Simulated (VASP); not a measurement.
Input of a VASP 6.6.1 run:

The input INCAR:

```
  PREC = Accurate
  ENCUT = 520
  EDIFF = 1E-6
  ISMEAR = 0
  SIGMA = 0.01
  LREAL = F
  LASPH = T
  NELM = 80
  ALGO = Normal
  ISIF = 2
  LWAVE = F
  LCHARG = T
  LELF = T
  LVHAR = T
  NBANDS = 11
```

Contents of KPOINTS:

```
regular mesh
0
Gamma
  7 7 6
```

POSCAR

```
MgO
1.0
    2.8848314429      0.0000000000      0.0000000000
   -1.4424157215      2.4983373576      0.0000000000
    0.0000000000      0.0000000000      2.6311683109
Mg O
1 1
Direct
    0.0000000000      0.0000000000      0.0000000000
    0.3333333333      0.6666666667      0.5000000000
```

Potentials or basis: VASP PAW LDA potentials, release 64 (Mg, O).

Run with:

```console
$ cat potpaw_LDA.64/Mg/POTCAR potpaw_LDA.64/O/POTCAR > POTCAR
$ mpirun -np 1 vasp_std > vasp.out
```

**Question.** Estimate the band gap on the k mesh.

**Answer.** 3.38 eV, indirect (least direct gap 3.78 eV).

**Question.** Estimate the pressure.

**Answer.** -3.7 GPa.

Stress tensor (GPa, compression positive):
```
-3.75  0.00  0.00
 0.00 -3.75  0.00
 0.00  0.00 -3.47
```

A k mesh can miss the band edges.
